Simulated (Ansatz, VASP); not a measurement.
Two plane-wave programs on Mg5Cd3O8

```
Cd Mg O
1.0
    -4.40538   -4.40538    0.00000
    -4.40538    0.00000   -4.40538
     0.02255   -4.42794   -4.42794
Cd Mg O
3 5 8
Direct
  0.50000 0.50000 0.50000
  0.00000 0.50000 0.50000
  0.50000 0.00000 0.50000
  0.00000 0.00000 0.50000
  0.50000 0.50000 0.00000
  0.00000 0.50000 0.00000
  0.50000 0.00000 0.00000
  0.00000 0.00000 0.00000
  0.25015 0.25015 0.22933
  0.77037 0.25015 0.22933
  0.25015 0.77037 0.22933
  0.76067 0.76067 0.21800
  0.23933 0.23933 0.78200
  0.74985 0.22963 0.77067
  0.22963 0.74985 0.77067
  0.74985 0.74985 0.77067
```

Alike in both runs: functional PBEsol; k mesh 4 × 4 × 4; occupations gaussian, width 0.1 eV; no spin polarisation.

Ansatz relaxed the structure, and its values are those at the end. VASP's run is a single point on that final structure, the one shown.

|  | VASP | Ansatz |
| --- | --- | --- |
| version | VASP 6.6.1 | Ansatz 0.2.0 |
| potentials or method | VASP PAW PBE potentials, release 64 (Cd, Mg, O), cutoff 520 eV | scalar-relativistic, plane waves, PAW |
| valence electrons in the cell | 94 | 158 |

```tsv
	VASP	Ansatz	Ansatz less VASP
gap on the k mesh at the Fermi level (eV)	1.77	1.78	+0.012
least direct gap on the mesh (eV)	1.77	1.78	+0.012
pressure (GPa)	0.7	0.1	-0.56
rms of the force components (eV/Å)	0.044	0.010	-0.0335
```

VASP's potentials were made for PBE, not for PBEsol. VASP's potentials hold 94 valence electrons a cell and Ansatz's 158, so a difference there can come from the potentials and not from the codes.
